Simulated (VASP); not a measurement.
**Be27HO: single point with PBE**

The system is Be27HO, a slab with vacuum.

```
Be O H
1.0
     6.87000    0.00000    0.00000
     3.43500    5.94960    0.00000
     0.00000    0.00000   16.58843
Be O H
27 1 1
Cartesian
  0.0000 0.0000 1.0000
  2.2900 0.0000 1.0000
  4.5800 0.0000 1.0000
  1.1450 1.9832 1.0000
  3.4350 1.9832 1.0000
  5.7250 1.9832 1.0000
  2.2900 3.9664 1.0000
  4.5800 3.9664 1.0000
  6.8700 3.9664 1.0000
  0.0226 1.2600 2.9019
  2.2522 1.2462 2.7970
  4.6345 1.3862 2.9577
  1.1282 3.2509 2.9071
  3.4839 3.3120 2.9538
  5.7905 3.2803 2.8066
  2.3129 5.2698 3.0099
  4.5824 5.2225 3.0040
  6.7810 5.2489 2.8944
  0.0409 -0.0380 4.7639
  2.3206 0.0678 4.7996
  4.6206 -0.0466 4.8407
  1.2887 1.9235 4.7724
  3.4021 1.8912 4.6345
  5.5470 2.0494 4.7091
  2.2783 3.9616 4.8692
  4.5935 3.8740 5.0158
  7.0776 4.0649 4.6167
  5.3527 2.9834 5.8377
  5.9264 3.1440 6.6155
```

* Program: VASP 6.6.1
* Task: single point
* Functional: PBE
* Potentials or basis: VASP PAW PBE potentials, release 64 (Be, O, H)
* Cutoff: 520 eV
* k mesh: 2 × 2 × 1
* Occupations: fermi-dirac, width 0.15 eV
* Spin: no spin polarisation

```yaml
Largest_force: 4.443 eV/Å
Band_gap_on_the_k_mesh: zero (an odd number of electrons rules out a gap without spin polarisation)
```

Forces on the atoms (eV/Å):
```
Be  -0.080 -0.178 -0.152
Be  -0.065 -0.207  0.125
Be   0.080  0.049  0.135
Be  -0.063  0.065  0.172
Be   0.070 -0.039  0.154
Be   0.009 -0.301  0.120
Be   0.062  0.034  0.094
Be  -0.116  0.115  0.306
Be   0.283  0.089  0.035
Be  -0.227  0.379  0.274
Be   0.297  0.242  0.507
Be  -0.232 -0.316 -0.397
Be   0.254 -0.009 -0.181
Be  -0.119 -0.311  0.148
Be  -0.048  0.088  0.003
Be  -0.176 -0.246 -0.219
Be   0.197  0.128 -0.376
Be   0.277  0.224 -0.142
Be  -0.189 -0.014  0.159
Be   0.063 -0.362 -0.312
Be  -0.109  0.458 -0.342
Be  -0.319  0.380 -0.388
Be  -0.814 -0.261 -0.162
Be   1.515 -2.696 -1.164
Be   0.373 -0.129 -0.362
Be  -2.329  3.098 -1.897
Be  -0.309 -0.148  0.066
O    1.817 -0.081  4.054
H   -0.101 -0.053 -0.256
```

Levels at points of the mesh, in eV from the Fermi level:
| k point | band 28 | band 29 | band 30 | band 31 | band 32 | band 33 | band 34 | band 35 |
| --- | --- | --- | --- | --- | --- | --- | --- | --- |
| (0.00, 0.00, 0.00) | -0.42 | -0.22 | 0.02 | 0.76 | 0.81 | 0.91 | 1.24 | 1.29 |
| (0.50, 0.00, 0.00) | -1.03 | -0.51 | -0.33 | -0.13 | 0.06 | 0.55 | 1.13 | 1.80 |
| (0.50, 0.50, 0.00) | -0.92 | -0.77 | -0.19 | -0.08 | 0.01 | 0.46 | 1.20 | 1.51 |
| (0.00, 0.50, 0.00) | -1.03 | -0.53 | -0.22 | -0.10 | 0.03 | 0.54 | 1.14 | 1.78 |

Run time: 3.4 min on 1 thread of Intel(R) Xeon(R) 6975P-C (Granite Rapids) (shared host), peak memory 0.75 GiB.

Caveat: the k points lie up to 0.53 Å⁻¹ apart, too coarse for converged energies and pressures of a metal; an odd number of electrons without spin polarisation forces a metal; a magnetic or distorted state may lie lower.
